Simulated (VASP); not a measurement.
# Rh (I4/mmm) in VASP: a series of runs

The runs below take Rh through electric field gradients, with PBE.

Everything below comes from runs of VASP 6.6.1. Logs are shortened: lines on timing, memory, paths and dates and some standing lists are left out, and cuts for length are marked.

**1. The cell of the first run**

Symmetry: I4/mmm, No. 139, tetragonal system. Conventional cell: a = 2.662 Å, b = 2.662 Å, c = 3.803 Å, α = 90.00°, β = 90.00°, γ = 90.00°. Within 3.5 Å of Rh (site symmetry 4/mmm) lie 12 Rh at 2.66 to 2.68 Å.

**2. Electric field gradients, PBE (equal xx and yy strain of -1 %)**

INCAR

```
PREC = Accurate
ENCUT = 400
EDIFF = 1E-8
ISMEAR = -1
SIGMA = 0.08
LREAL = F
LASPH = T
NELM = 120
ALGO = Normal
ISIF = 2
LWAVE = F
LCHARG = F
GGA = PE
LEFG = T
NBANDS = 14
GGA_COMPAT = F
```

KPOINTS

```
regular mesh
0
Gamma
  16 16 16
```

POSCAR

```
Rh
1.0
    0.0000000000      1.8825345000      1.9015500000
    1.8825345000      0.0000000000      1.9015500000
    1.8825345000      1.8825345000      0.0000000000
Rh
1
Direct
    0.0000000000      0.0000000000      0.0000000000
```

Potentials or basis: VASP PAW PBE potentials, release 64 (Rh_pv).

Started as:

```bash
$ cat potpaw_PBE.64/Rh_pv/POTCAR > POTCAR
$ mpirun -np 1 vasp_std > vasp.out
```

OUTCAR:

```text
PREC = Accurate
   ENCUT = 400
   EDIFF = 1E-8
   ISMEAR = -1
   LREAL = F
   LASPH = T
   NELM = 120
   ISIF = 2
   GGA = PE

 ion  position               nearest neighbor table
   1  0.000  0.000  0.000-

  LATTYP: Found a body centered tetragonal cell.
 ALAT       =     2.6623058215
 C/A-ratio  =     1.4284985479

  Lattice vectors:

 A1 = (  -1.8825345000,   0.0000000000,   1.9015500000)
 A2 = (   1.8825345000,   0.0000000000,   1.9015500000)
 A3 = (   0.0000000000,   1.8825345000,  -1.9015500000)

Analysis of symmetry for initial positions (statically):
=====================================================================
 Subroutine PRICEL returns:
 Original cell was already a primitive cell.

 Routine SETGRP: Setting up the symmetry group for a
 body centered tetragonal supercell.

 Subroutine GETGRP returns: Found 16 space group operations
 (whereof 16 operations were pure point group operations)
 out of a pool of 16 trial point group operations.

The static configuration has the point symmetry D_4h.

Analysis of symmetry for dynamics (positions and initial velocities):
=====================================================================
 Subroutine PRICEL returns:
 Original cell was already a primitive cell.

 Routine SETGRP: Setting up the symmetry group for a
 body centered tetragonal supercell.

 Subroutine GETGRP returns: Found 16 space group operations
 (whereof 16 operations were pure point group operations)
 out of a pool of 16 trial point group operations.

The dynamic configuration has the point symmetry D_4h.

 Subroutine INISYM returns: Found 16 space group operations
 (whereof 16 operations are pure point group operations),
 and found     1 'primitive' translations

----------------------------------------------------------------------------------------

                                     Primitive cell

  volume of cell :      13.4779

  direct lattice vectors                    reciprocal lattice vectors
     0.000000000  1.882534500  1.901550000    -0.265599382  0.265599382  0.262943388
     1.882534500  0.000000000  1.901550000     0.265599382 -0.265599382  0.262943388
     1.882534500  1.882534500  0.000000000     0.265599382  0.265599382 -0.262943388

  length of vectors
     2.675785594  2.675785594  2.662305822     0.458503314  0.458503314  0.458503314

  position of ions in fractional coordinates (direct lattice)
     0.000000000  0.000000000  0.000000000

  ion indices of the primitive-cell ions
   primitive index   ion index
                 1           1

----------------------------------------------------------------------------------------

 KPOINTS: regular mesh

Automatic generation of k-mesh.
 Grid dimensions read from file:
 generate k-points for:   16   16   16

 Generating k-lattice:

  Cartesian coordinates                     Fractional coordinates (reciprocal lattice)
    -0.016599961  0.016599961  0.016433962     0.062500000 -0.000000000  0.000000000
     0.016599961 -0.016599961  0.016433962    -0.000000000  0.062500000  0.000000000
     0.016599961  0.016599961 -0.016433962     0.000000000  0.000000000  0.062500000

  Length of vectors
     0.028656457  0.028656457  0.028656457

  Shift w.r.t. Gamma in fractional coordinates (k-lattice)
     0.000000000  0.000000000  0.000000000

 Subroutine IBZKPT returns following result:
 ===========================================

 Found    349 irreducible k-points:

 Following reciprocal coordinates:
            Coordinates               Weight
  0.000000  0.000000  0.000000      1.000000
  0.062500 -0.000000  0.000000      8.000000
  0.125000 -0.000000  0.000000      8.000000
  0.187500 -0.000000  0.000000      8.000000
  0.250000 -0.000000  0.000000      8.000000
  0.312500 -0.000000  0.000000      8.000000
[... 16 lines left out ...]
 -0.125000  0.062500  0.000000      8.000000
 -0.062500  0.062500  0.000000      4.000000
 [... further k-points ...]
   k-points           NKPTS =    349   k-points in BZ     NKDIM =    349   number of bands    NBANDS=     14
   number of dos      NEDOS =    301   number of ions     NIONS =      1
   total plane-waves  NPLWV =   5832
   dimension x,y,z NGX =    18 NGY =   18 NGZ =   18
   dimension x,y,z NGXF=    36 NGYF=   36 NGZF=   36
   ions per type =               1
   NGX,Y,Z   is equivalent  to a cutoff of  11.18, 11.18, 11.24 a.u.
   NGXF,Y,Z  is equivalent  to a cutoff of  22.37, 22.37, 22.48 a.u.
 SYSTEM =  unknown system
   PREC   = accura    normal or accurate (medium, high low for compatibility)
   ISTART =      0    job   : 0-new  1-cont  2-samecut
   ICHARG =      2    charge: 1-file 2-atom 10-const
   ISPIN  =      1    spin polarized calculation?
   LNONCOLLINEAR =      F non collinear calculations
   LSORBIT =      F    spin-orbit coupling
   LASPH  =      T    aspherical Exc in radial PAW
   ENCUT  =  400.0 eV  29.40 Ry    5.42 a.u.   4.36  4.36  4.34*2*pi/ulx,y,z
   NELM   =    120;   NELMIN=  2; NELMDL= -5     # of ELM steps
   EDIFF  = 0.1E-07   stopping-criterion for ELM
   LREAL  =      F    real-space projection
   EDIFFG = 0.1E-06   stopping-criterion for IOM
   NSW    =      0    number of steps for IOM
   IBRION =     -1    ionic relax: 0-MD 1-quasi-New 2-CG
   NFREE  =      0    steps in history (QN), initial steepest desc. (CG)
   ISIF   =      2    stress and relaxation
   ISYM   =      2    0-nonsym 1-usesym 2-fastsym
   POTIM  = 0.5000    time-step for ionic-motion
   TEBEG  =    0.0;   TEEND  =   0.0 temperature during run
   PSTRESS=    0.0 pullay stress
   NELECT =      15.0000    total number of electrons
   NUPDOWN=      -1.0000    fix difference up-down
   EMIN   =  10.00;   EMAX   =-10.00  energy-range for DOS
   EFERMI =   0.00;   METHOD = LEGACY
   ISMEAR =    -1;   SIGMA  =   0.08  broadening in eV -4-tet -1-fermi 0-gaus
   EFERMI_NEDOS =   21; number of points for ismear=-14 and -15
   IALGO  =     38    algorithm
   IMIX   =      4    mixing-type and parameters
     AMIX     =   0.40;   BMIX     =  1.00
     AMIX_MAG =   1.60;   BMIX_MAG =  1.00
  volume/ion in A,a.u.               =      13.48        90.95
  Fermi-wavevector in a.u.,A,eV,Ry     =   1.696540  3.205995 39.160930  2.878247
  Thomas-Fermi vector in A             =   2.777384
   LORBIT       =      0    0 simple, 1 ext, 2 COOP (PROOUT), +10 PAW based schemes
   GGA     = PE    functional components
   LHFCALC =     F    Hartree Fock is set to
   AEXX    =    0.0000 exact exchange contribution
   IVDW    =     0    specifies the selected vdW correction
   LEPSILON=     F    determine dielectric tensor
   LRPA    =     F    only Hartree local field effects (RPA)
 non-spin polarized calculation
  energy-cutoff  :      400.00
  volume of cell :       13.48
 maximum number of plane-waves:       261
 NGX is ok and might be reduce to    18
   NGX =  9   NGY =  9   NGZ =  9

 number of electron      15.0000011 magnetization

 Free energy of the ion-electron system (eV)
  ---------------------------------------------------
  ext. energy  EPLUGINS =         0.00000000
  ---------------------------------------------------
  free energy    TOTEN  =        -7.24938728 eV

  energy without entropy =       -7.22070022  energy(sigma->0) =       -7.23504375

 E-fermi :  12.2678     XC(G=0): -14.1602

 val. band max:       12.2662414095   @ k =   0.4375   0.0625   0.1250
 cond. band min:      12.2746958417   @ k =  -0.3750   0.0000   0.0625
 fundamental gap:      0.0084544322
 Fermi energy:        12.2678086558

 k-point     1 :       0.0000    0.0000    0.0000
  band No.  band energies     occupation
      1     -34.1394      2.00000
      2     -34.1341      2.00000
      3     -34.1341      2.00000
      4       4.1654      2.00000
      5       9.0279      2.00000
      6       9.1401      2.00000
      7       9.1401      2.00000
      8      11.1870      2.00000
      9      11.3227      1.99999
     10      28.2561      0.00000
     11      32.7713      0.00000
     12      33.6162      0.00000
     13      33.9361      0.00000
     14      33.9361      0.00000

 k-point     2 :       0.0625   -0.0000    0.0000
  band No.  band energies     occupation
      1     -34.1670      2.00000
      2     -34.1418      2.00000
      3     -34.1381      2.00000
      4       4.3259      2.00000
      5       9.0096      2.00000
      6       9.1495      2.00000
      7       9.2032      2.00000
      8      11.1536      2.00000
      9      11.2846      1.99999
     10      28.4930      0.00000
     11      32.7670      0.00000
     12      32.9532      0.00000
     13      33.9748      0.00000
     14      34.1748      0.00000

 k-point     3 :       0.1250   -0.0000    0.0000
  band No.  band energies     occupation
      1     -34.2541      2.00000
      2     -34.1545      2.00000
      3     -34.1492      2.00000
      4       4.7794      2.00000
      5       8.8575      2.00000
      6       9.2886      2.00000
      7       9.3623      2.00000
      8      11.0937      2.00000
      9      11.2085      2.00000
     10      29.1067      0.00000
     11      31.2604      0.00000
     12      32.7727      0.00000
     13      34.6447      0.00000
     14      34.8613      0.00000
[... 324 lines left out ...]
 k-point    23 :      -0.1250    0.0625    0.0000
  band No.  band energies     occupation
      1     -34.3072      2.00000
      2     -34.1840      2.00000
      3     -34.1485      2.00000
      4       5.1167      2.00000
      5       8.7138      2.00000
      6       9.4101      2.00000
      7       9.4752      2.00000
      8      10.9491      2.00000
      9      11.3153      1.99999
     10      29.5116      0.00000
     11      30.6352      0.00000
     12      32.7726      0.00000
     13      34.0607      0.00000
     14      35.8712      0.00000

 k-point    24 :      -0.0625    0.0625    0.0000
  band No.  band energies     occupation
      1     -34.2099      2.00000
      2     -34.1613      2.00000
      3     -34.1393      2.00000
      4       4.5881      2.00000
      5       8.9235      2.00000
      6       9.2336      2.00000
      7       9.2897      2.00000
      8      11.1220      2.00000
      9      11.2220      2.00000
     10      28.8628      0.00000
     11      32.1746      0.00000
     12      32.7741      0.00000
     13      33.7119      0.00000
     14      34.8246      0.00000

 [... further k-points ...]

------------------------ aborting loop because EDIFF is reached ----------------------------------------

  FORCE on cell =-STRESS in cart. coord.  units (eV):
  Direction    XX          YY          ZZ          XY          YZ          ZX
  --------------------------------------------------------------------------------------
  -------------------------------------------------------------------------------------
  Total        0.9815430      0.9815430      0.7639925      0.0000000     -0.0000000      0.0000000
  in kB      116.6799596    116.6799596     90.8188597      0.0000000     -0.0000000      0.0000000
  external PRESSURE =     108.0595929 kB  Pullay stress =       0.0000000 kB

 VOLUME and BASIS-vectors are now :
 -----------------------------------------------------------------------------
  energy-cutoff  :      400.00
  volume of cell :       13.48
      direct lattice vectors                 reciprocal lattice vectors
     0.000000000  1.882534500  1.901550000    -0.265599382  0.265599382  0.262943388
     1.882534500  0.000000000  1.901550000     0.265599382 -0.265599382  0.262943388
     1.882534500  1.882534500  0.000000000     0.265599382  0.265599382 -0.262943388

 POSITION                                       TOTAL-FORCE (eV/Angst)
 -----------------------------------------------------------------------------------
      0.00000      0.00000      0.00000         0.000000      0.000000      0.000000
 -----------------------------------------------------------------------------------
    total drift:                                0.000000     -0.000000      0.000000

  FREE ENERGIE OF THE ION-ELECTRON SYSTEM (eV)
  ---------------------------------------------------
  free  energy   TOTEN  =        -7.2493872755 eV

  energy  without entropy=       -7.2207002162  energy(sigma->0) =       -7.23504375

 Electric field gradients (V/A^2)
---------------------------------------------------------------------
 ion       V_xx      V_yy      V_zz      V_xy      V_xz      V_yz
---------------------------------------------------------------------
   1      -0.409    -0.409     0.818     0.001     0.001     0.001
---------------------------------------------------------------------

 Electric field gradients after diagonalization (V/A^2)
 (convention: |V_zz| > |V_xx| > |V_yy|)
----------------------------------------------------------------------
 ion       V_xx      V_yy      V_zz     asymmetry (V_yy - V_xx)/ V_zz
----------------------------------------------------------------------
   1      -0.410    -0.408     0.818       0.003
----------------------------------------------------------------------

           NMR quadrupolar parameters

 Cq : quadrupolar parameter    Cq=e*Q*V_zz/h
 eta: asymmetry parameters     (V_yy - V_xx)/ V_zz
 Q  : nuclear electric quadrupole moment in mb (millibarn)
----------------------------------------------------------------------
 ion       Cq(MHz)       eta       Q (mb)
----------------------------------------------------------------------
   1       0.002       0.003       1.000
----------------------------------------------------------------------
```

It took 79 s on 1 thread of Intel Xeon 8259CL, shared host; peak memory 0.15 GiB.

Results:

| Item | Value |
| --- | --- |
| Free energy | -7.2494 eV |
| Pressure | 10.8 GPa |
| Band gap on the k mesh | zero (an odd number of electrons rules out a gap without spin polarisation) |
| Largest electric field gradient by atom | Rh +0.8 V/Å² |

Stress tensor (GPa, compression positive):
```
11.67  0.00  0.00
 0.00 11.67  0.00
 0.00  0.00  9.08
```

Electric field gradients, principal values (V/Å²):
```
atom   least  middle  greatest (by size)
1 Rh  -0.408  -0.410               0.818
```

Caveat: the cell differs from its parent crystal (equal xx and yy strain of -1 %); the cell stands under pressure; without QUAD_EFG the Cq values of the log hold for a quadrupole moment of 1 mb, not for the nuclei.

(Part 1 of 2 ends here.)
